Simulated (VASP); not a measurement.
Runs of VASP 6.6.1 on Sc. The structure is that of space group Im-3m (No. 229), or close to it. The cells are those of the table. 

| task | cell | cutoff (eV) | gap on the mesh (eV) | pressure (GPa) |
| --- | --- | --- | --- | --- |
| single point | a = 2.938 Å, angles 70.5, 109.5, 70.5°, 1 atom | 520 | none | 15.0 |
| single point | a = 2.718 Å, angles 70.5, 109.5, 70.5°, 1 atom | 520 | none | 45.3 |
| relaxation of cell and atoms | relaxed to 15 GPa from a = 3.187 Å, angles 70.5, 109.5, 70.5°, 1 atom | 600 | none | 15.0 |
| relaxation of cell and atoms | relaxed to 45 GPa from a = 3.187 Å, angles 70.5, 109.5, 70.5°, 1 atom | 600 | none | 45.0 |
| single point | a = 2.812 Å, angles 70.5, 109.5, 70.5°, 1 atom | 520 | none | (a) |

Alike in all rows: level PBEsol; potentials or basis VASP PAW PBE potentials, release 64 (Sc_sv); no spin polarisation; k mesh 9 × 9 × 9; smearing gaussian 0.05 eV.

Fill in the values left out.

(a) 30.2.

Caveats: the PAW data sets were made with another functional, which shifts forces and pressure a little; the cell is relaxed towards a set pressure, so the enthalpy falls and the energy may rise (some runs).

A gap of «none» marks levels without a gap at the run's occupations.
